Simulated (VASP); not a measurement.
# Al3Ru (Pm-3n) in VASP: further runs, part 2 of 2

VASP 6.6.1.

### Step 3. Relaxation of cell and atoms, PBE

This run uses another cell than the first one, of 17.75 Å³/atom.

INCAR reads:

```
SYSTEM = Al3Ru
PREC     = Accurate       ! precision mode
ENCUT    = 600            ! plane-wave cutoff, eV
EDIFF    = 1E-6           ! SCF threshold, eV
ISMEAR   = 0              ! smearing method
SIGMA    = 0.1            ! smearing width, eV
LREAL    = .False.        ! projectors in reciprocal space
LASPH    = .True.         ! aspherical terms in the spheres
NELM     = 60             ! most SCF steps
ALGO     = Normal         ! electronic algorithm
ISIF     = 3              ! what is computed and relaxed
LWAVE    = .False.        ! write WAVECAR
LCHARG   = .False.        ! write CHGCAR
GGA      = PE             ! functional
IBRION   = 2              ! ionic algorithm
NSW      = 90             ! ionic steps
EDIFFG   = -0.04          ! ionic threshold
```

KPOINTS reads:

```
regular mesh
0
Gamma
  4 4 4
  0 0 0
```

POSCAR reads:

```
Al3Ru
1.0
    5.2171375300      0.0000000000      0.0000000000
    0.0000000000      5.2171375300      0.0000000000
    0.0000000000      0.0000000000      5.2171375300
Al Ru
6 2
Direct
    0.5000000000      0.2500000000      0.0000000000
    0.5000000000      0.7500000000      0.0000000000
    0.2500000000      0.0000000000      0.5000000000
    0.7500000000      0.0000000000      0.5000000000
    0.0000000000      0.5000000000      0.2500000000
    0.0000000000      0.5000000000      0.7500000000
    0.5000000000      0.5000000000      0.5000000000
    0.0000000000      0.0000000000      0.0000000000
```

Potentials or basis: VASP PAW PBE potentials, release 64 (Al, Ru_pv).

Started as:

```sh
$ cat potpaw_PBE.64/Al/POTCAR potpaw_PBE.64/Ru_pv/POTCAR > POTCAR
$ mpirun -np 1 vasp_std > vasp.out
```

OUTCAR:

```text
SYSTEM = Al3Ru
   PREC = Accurate
   ENCUT = 600
   EDIFF = 1E-6
   ISMEAR = 0
   LREAL = .False.
   LASPH = .True.
   NELM = 60
   ISIF = 3
   GGA = PE
   IBRION = 2
   NSW = 90
   EDIFFG = -0.04

 ion  position               nearest neighbor table
   1  0.500  0.250  0.000-   2 2.61   2 2.61   8 2.92   7 2.92   7 2.92   8 2.92   4 3.19   3 3.19
                             4 3.19   5 3.19   6 3.19   5 3.19   6 3.19   3 3.19
   2  0.500  0.750  0.000-   1 2.61   1 2.61   8 2.92   7 2.92   7 2.92   8 2.92   4 3.19   3 3.19
                             4 3.19   5 3.19   6 3.19   5 3.19   6 3.19   3 3.19
   3  0.250  0.000  0.500-   4 2.61   4 2.61   8 2.92   8 2.92   7 2.92   7 2.92   1 3.19   1 3.19
                             2 3.19   5 3.19   5 3.19   6 3.19   6 3.19   2 3.19
   4  0.750  0.000  0.500-   3 2.61   3 2.61   8 2.92   8 2.92   7 2.92   7 2.92   1 3.19   1 3.19
                             2 3.19   5 3.19   5 3.19   6 3.19   6 3.19   2 3.19
   5  0.000  0.500  0.250-   6 2.61   6 2.61   8 2.92   7 2.92   8 2.92   7 2.92   3 3.19   4 3.19
                             3 3.19   4 3.19   1 3.19   1 3.19   2 3.19   2 3.19
   6  0.000  0.500  0.750-   5 2.61   5 2.61   8 2.92   7 2.92   8 2.92   7 2.92   3 3.19   4 3.19
                             3 3.19   4 3.19   1 3.19   1 3.19   2 3.19   2 3.19
[... 245 lines left out ...]
      4     -31.4634      2.00000
      5     -31.4634      2.00000
      6     -31.4634      2.00000
[... 340 lines left out ...]
--------------------------------------- Ionic step        3  -------------------------------------------

 number of electron      45.9999990 magnetization

 Free energy of the ion-electron system (eV)
  ---------------------------------------------------
  ext. energy  EPLUGINS =         0.00000000
  ---------------------------------------------------
  free energy    TOTEN  =       -44.24928696 eV

  energy without entropy =      -44.20787057  energy(sigma->0) =      -44.22857876

 E-fermi :   8.9428     XC(G=0): -11.3122

 val. band max:        8.9075416879   @ k =   0.2500   0.2500   0.2500
 cond. band min:       8.9463047523   @ k =   0.2500   0.0000   0.0000
 fundamental gap:      0.0387630645
 Fermi energy:         8.9428049157

 k-point     1 :       0.0000    0.0000    0.0000
  band No.  band energies     occupation
      1     -32.7937      2.00000
      2     -32.7937      2.00000
      3     -32.7937      2.00000
      4     -32.7899      2.00000
      5     -32.7899      2.00000
      6     -32.7899      2.00000
[... 334 lines left out ...]
  FREE ENERGIE OF THE ION-ELECTRON SYSTEM (eV)
  ---------------------------------------------------
  free  energy   TOTEN  =       -44.2492869626 eV

  energy  without entropy=      -44.2078705672  energy(sigma->0) =      -44.22857876

 reached required accuracy - stopping structural energy minimisation
```

CONTCAR:

```text
Al3Ru
   1.00000000000000
     4.9088817631021930   -0.0000000000000000    0.0000000000000000
     0.0000000000000000    4.9088817631021930    0.0000000000000000
    -0.0000000000000000    0.0000000000000000    4.9088817631021930
  Al              Ru
     6     2
Direct
     0.5000000000000000    0.2500000000000000    0.0000000000000000
     0.5000000000000000    0.7500000000000000    0.0000000000000000
     0.2500000000000000    0.0000000000000000    0.5000000000000000
     0.7500000000000000    0.0000000000000000    0.5000000000000000
     0.0000000000000000    0.5000000000000000    0.2500000000000000
     0.0000000000000000    0.5000000000000000    0.7500000000000000
     0.5000000000000000    0.5000000000000000    0.5000000000000000
     0.0000000000000000    0.0000000000000000    0.0000000000000000

  0.00000000E+00  0.00000000E+00  0.00000000E+00
  0.00000000E+00  0.00000000E+00  0.00000000E+00
  0.00000000E+00  0.00000000E+00  0.00000000E+00
  0.00000000E+00  0.00000000E+00  0.00000000E+00
  0.00000000E+00  0.00000000E+00  0.00000000E+00
  0.00000000E+00  0.00000000E+00  0.00000000E+00
  0.00000000E+00  0.00000000E+00  0.00000000E+00
  0.00000000E+00  0.00000000E+00  0.00000000E+00
```

It took 2.2 min on 1 thread of Intel Xeon 8259CL, shared host; peak memory 0.29 GiB.

What came out:

```
Free energy                           : -44.2493 eV
Relaxed volume                        : 14.79 Å³/atom
Relaxed cell                          : a = 4.909 Å, b = 4.909 Å, c = 4.909 Å, α = 90.00°, β = 90.00°, γ = 90.00°
Space group after relaxing (to 0.1 Å) : Pm-3n (No. 223)
Energy gained by relaxing             : 191.5 meV/atom
Ionic steps                           : 3
Pressure after relaxing               : -0.2 GPa
Band gap on the k mesh                : zero (bands 23 and 24 overlap by 2.25 eV)
```

The path:
| step | energy change (eV) | largest force (eV/Å) | pressure (GPa) | volume (Å³) |
| --- | --- | --- | --- | --- |
| 1 | 0.0000 | 0.0000 | -17.37 | 142.00 |
| 2 | -0.8736 | 0.0000 | 19.18 | 106.00 |
| 3 | -1.5316 | 0.0000 | -0.24 | 118.29 |

Final structure:
```
Al Ru
1.0
     4.90888    0.00000    0.00000
     0.00000    4.90888    0.00000
     0.00000    0.00000    4.90888
Al Ru
6 2
Direct
  0.50000 0.25000 0.00000
  0.50000 0.75000 0.00000
  0.25000 0.00000 0.50000
  0.75000 0.00000 0.50000
  0.00000 0.50000 0.25000
  0.00000 0.50000 0.75000
  0.50000 0.50000 0.50000
  0.00000 0.00000 0.00000
```

Caveat: the volume moved by over 15 % at a fixed basis, so the end points are rough.

### Step 4. Single point, PBE, collinear spin, ferromagnetic start

This run uses another cell than the first one, of 14.78 Å³/atom.

INCAR reads:

```
SYSTEM = Al3Ru
PREC = Accurate ; ENCUT = 520
EDIFF = 1E-7 ; ISMEAR = 0
SIGMA = 0.1 ; LREAL = .FALSE.
LASPH = .TRUE. ; NELM = 150
ALGO = Normal ; ISIF = 2
LWAVE = .FALSE. ; LCHARG = .FALSE.
ISPIN = 2 ; MAGMOM = 0 0 0 0 0 0 1 1
LORBIT = 11 ; LMAXMIX = 4
GGA = PE ; NBANDS = 37
```

KPOINTS reads:

```
regular mesh
0
G
  4 4 4
  0 0 0
```

POSCAR: that of step 3 with these lines changed.

```diff
@@ -2,5 +2,5 @@
 1.0
-    5.2171375300      0.0000000000      0.0000000000
-    0.0000000000      5.2171375300      0.0000000000
-    0.0000000000      0.0000000000      5.2171375300
+    4.9082834929      0.0000000000      0.0000000000
+    0.0000000000      4.9082834929      0.0000000000
+    0.0000000000      0.0000000000      4.9082834929
 Al Ru
```

Started as:

```sh
$ cat potpaw_PBE.64/Al/POTCAR potpaw_PBE.64/Ru_pv/POTCAR > POTCAR
$ mpirun -np 1 vasp_std > vasp.out
```

It took 2 min on 1 thread of Intel Xeon 8259CL, shared host; peak memory 0.31 GiB.

The run converged. Its results:

```
Free energy                                           : -44.2440 eV
Pressure                                              : -0.2 GPa
Band gap on the k mesh                                : zero (filled and empty bands overlap)
Net moment                                            : 0.00 μB per cell
Valence electrons inside the program's atomic spheres : Al 0.80; Ru 12.70
```

Levels at points of the mesh, in eV from the Fermi level:
Spin up:
```tsv
k point	band 19	band 20	band 21	band 22	band 23	band 24	band 25	band 26	band 27	band 28
(0.00, 0.00, 0.00)	-1.08	-1.08	-1.08	1.52	1.52	1.63	1.63	1.63	2.69	2.69
(0.50, 0.00, 0.00)	-1.49	-1.49	0.30	0.30	0.39	0.39	1.45	1.45	3.55	3.55
(0.50, 0.50, 0.00)	-1.02	-1.02	-0.89	-0.88	-0.67	-0.67	2.68	2.68	2.72	3.57
(0.50, 0.50, 0.50)	-0.74	-0.74	-0.74	-0.74	-0.74	-0.74	5.43	5.43	5.43	5.43
```
Spin down:
| k point | band 21 | band 22 | band 23 | band 24 | band 25 | band 26 |
| --- | --- | --- | --- | --- | --- | --- |
| (0.00, 0.00, 0.00) | -1.08 | 1.52 | 1.52 | 1.63 | 1.63 | 1.63 |
| (0.50, 0.00, 0.00) | 0.30 | 0.30 | 0.39 | 0.39 | 1.45 | 1.45 |
| (0.50, 0.50, 0.00) | -0.89 | -0.88 | -0.67 | -0.67 | 2.68 | 2.68 |
| (0.50, 0.50, 0.50) | -0.74 | -0.74 | -0.74 | -0.74 | 5.43 | 5.43 |

### Step 5. Relaxation of cell and atoms, PBE

This run uses another cell than the first one, of 14.78 Å³/atom.

INCAR reads:

```
SYSTEM = Al3Ru
PREC = Accurate ; ENCUT = 600
EDIFF = 1E-6 ; ISMEAR = 0
SIGMA = 0.1 ; LREAL = .FALSE.
LASPH = .TRUE. ; NELM = 100
ALGO = Fast ; ISIF = 3
LWAVE = .FALSE. ; LCHARG = .FALSE.
GGA = PE ; IBRION = 2
NSW = 100 ; EDIFFG = -0.01
```

KPOINTS reads:

```
regular mesh
0
G
  8 8 8
  0 0 0
```

POSCAR is that of step 4.

Started as:

```sh
$ cat potpaw_PBE.64/Al/POTCAR potpaw_PBE.64/Ru_pv/POTCAR > POTCAR
$ mpirun -np 1 vasp_std > vasp.out
```

Run time: 5.2 min. Hardware: 1 thread of Intel Xeon 8259CL, shared host; peak memory 0.32 GiB.

The run converged. Its results:

```yaml
Free_energy: -44.3466 eV
Relaxed_volume: 14.74 Å³/atom
Relaxed_cell: a = 4.903 Å, b = 4.903 Å, c = 4.903 Å, α = 90.00°, β = 90.00°, γ = 90.00°
Space_group_after_relaxing_to_0.1_Å: Pm-3n (No. 223)
Energy_gained_by_relaxing: 0.1 meV/atom
Ionic_steps: 3
Pressure_after_relaxing: -0.1 GPa
Band_gap_on_the_k_mesh: zero (bands 23 and 24 overlap by 2.26 eV)
```

Step by step:
```csv
step,energy change (eV),largest force (eV/Å),pressure (GPa),volume (Å³)
1,0.0000,0.0000,-0.45,118.25
2,0.0000,0.0000,0.44,117.53
3,-0.0005,0.0000,-0.07,117.89
```

Final structure:
```cif
data_structure
_symmetry_space_group_name_H-M 'P 1'
_symmetry_Int_Tables_number 1
_cell_length_a 4.9033
_cell_length_b 4.9033
_cell_length_c 4.9033
_cell_angle_alpha 90.000
_cell_angle_beta 90.000
_cell_angle_gamma 90.000
_cell_volume 117.89
loop_
_atom_site_label
_atom_site_type_symbol
_atom_site_fract_x
_atom_site_fract_y
_atom_site_fract_z
_atom_site_occupancy
Al1 Al 0.50000 0.25000 0.00000 1
Al2 Al 0.50000 0.75000 0.00000 1
Al3 Al 0.25000 0.00000 0.50000 1
Al4 Al 0.75000 0.00000 0.50000 1
Al5 Al 0.00000 0.50000 0.25000 1
Al6 Al 0.00000 0.50000 0.75000 1
Ru1 Ru 0.50000 0.50000 0.50000 1
Ru2 Ru 0.00000 0.00000 0.00000 1
```

Levels at points of the mesh, in eV from the Fermi level:
| k point | band 19 | band 20 | band 21 | band 22 | band 23 | band 24 | band 25 | band 26 | band 27 | band 28 |
| --- | --- | --- | --- | --- | --- | --- | --- | --- | --- | --- |
| (0.00, 0.00, 0.00) | -1.15 | -1.15 | -1.15 | 1.46 | 1.46 | 1.59 | 1.59 | 1.59 | 2.64 | 2.64 |
| (0.50, 0.00, 0.00) | -1.55 | -1.55 | 0.25 | 0.25 | 0.34 | 0.34 | 1.39 | 1.39 | 3.51 | 3.51 |
| (0.50, 0.50, 0.00) | -1.08 | -1.08 | -0.96 | -0.94 | -0.72 | -0.72 | 2.63 | 2.63 | 2.67 | 3.52 |
| (0.50, 0.50, 0.50) | -0.80 | -0.80 | -0.80 | -0.80 | -0.80 | -0.80 | 5.38 | 5.38 | 5.38 | 5.38 |

### Step 6. Summary

| task | spin | cell | k mesh | cutoff (eV) | gap on the mesh (eV) | pressure (GPa) | relaxed volume (Å³/atom) |
| --- | --- | --- | --- | --- | --- | --- | --- |
| single point | off | a = 4.904 Å, 8 atoms | 8 × 8 × 8 | 520 | none | -0.1 | - |
| relaxation of cell and atoms | off | relaxed from a = 5.217 Å, 8 atoms | 4 × 4 × 4 | 600 | none | -0.2 | 14.79 |
| single point | collinear, ferromagnetic start | a = 4.908 Å, 8 atoms | 4 × 4 × 4 | 520 | none | -0.2 | - |
| relaxation of cell and atoms | off | relaxed from a = 4.908 Å, 8 atoms | 8 × 8 × 8 | 600 | none | -0.1 | 14.74 |

Alike in all rows: level PBE; potentials or basis VASP PAW PBE potentials, release 64 (Al, Ru_pv); smearing gaussian 0.1 eV.

Caveats: the volume moved by over 15 % at a fixed basis, so the end points are rough (at least some runs).

Absolute energies hang on the potentials; compare differences alone.

The gap in the log of VASP goes by the Fermi energy; the results here count the filled bands.